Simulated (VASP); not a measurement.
The system is LiNbO3.

```xyz
5
Lattice="2.2508 1.2995 3.4483 -2.2508 1.2995 3.4483 0.0000 -2.5990 3.4483" Properties=species:S:1:pos:R:3 pbc="T T T"
Li    0.0000    0.0000    0.0000
Nb    0.0000    0.0000    5.1724
O     0.0000    1.2995    3.4483
O    -1.1254   -0.6498    3.4483
O     1.1254   -0.6498    3.4483
```

| Quantity | Value |
| --- | --- |
| Program | VASP 6.6.1 |
| Task | relaxation of cell and atoms |
| Functional | PBE |
| Potentials or basis | VASP PAW PBE potentials, release 64 (Li_sv, Nb_sv, O) |
| Cutoff | 600 eV |
| k mesh | 6 × 6 × 6 |
| Occupations | gaussian, width 0.1 eV |
| Spin | collinear spin, zero start |
| Starting moments | [0.0, 0.0, 0.0, 0.0, 0.0] μB |

At the start: pressure -9.3 GPa; volume 12.10 Å³/atom.

How do energy, volume and symmetry change on relaxing?

Over 8 steps the energy falls by 1394.0 meV/atom and the volume is 12.24 Å³/atom (+1.1 %); space group R-3m (No. 166, to 0.05 Å); moment 0.00 μB per cell.

The path:
```csv
step,energy change (eV),largest force (eV/Å),pressure (GPa),volume (Å³)
1,0.0000,0.0000,-9.28,60.52
2,-4.4298,0.0000,27.46,53.14
3,-4.6798,0.0000,45.19,51.00
4,-6.4736,0.0000,21.10,55.96
5,-6.9305,0.0000,3.43,60.10
6,-6.9347,0.0000,4.38,59.87
7,-6.9624,0.0000,2.24,60.52
8,-6.9699,0.0000,0.17,61.19
```

Final structure:
```xyz
5
Lattice="2.7633 1.5954 2.3132 -2.7633 1.5954 2.3132 0.0000 -3.1907 2.3132" Properties=species:S:1:pos:R:3 pbc="T T T"
Li    0.0000   -3.1907    2.3132
Nb    0.0000    0.0000    3.4698
O     0.0000    1.5954    2.3132
O    -1.3816   -0.7977    2.3132
O     1.3816   -0.7977    2.3132
```

Caveat: the cutoff is under 1.25 times the usual one of these potentials, so pressure, stress and relaxed cells hold a basis-set (Pulay) error.
